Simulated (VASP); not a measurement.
A run of VASP 6.6.1 is set up as follows.

INCAR

```
ALGO = Normal
EDIFF = 1E-7
ENCUT = 520
ISIF = 2
ISMEAR = 0
ISPIN = 2
LASPH = T
LCHARG = F
LMAXMIX = 4
LORBIT = 11
LREAL = F
LWAVE = F
MAGMOM = 0.625
NBANDS = 15
NELM = 150
NUPDOWN = 0.625
PREC = Accurate
SIGMA = 0.15
```

Contents of KPOINTS:

```
k-points
0
Gamma
  24 24 24
```

POSCAR

```
Ni
1.0
    0.0000000000      1.7119891795      1.7119891795
    1.7119891795      0.0000000000      1.7119891795
    1.7119891795      1.7119891795      0.0000000000
Ni
1
Direct
    0.0000000000      0.0000000000      0.0000000000
```

Potentials or basis: VASP PAW LDA potentials, release 64 (Ni).

Command:

```sh
$ cat potpaw_LDA.64/Ni/POTCAR > POTCAR
$ mpirun -np 1 vasp_std > vasp.out
```

Q: Predict the pressure.

A: 0.1 GPa.

Caveat: the total moment is fixed, so each spin has its own Fermi level and the state may be an excited one.
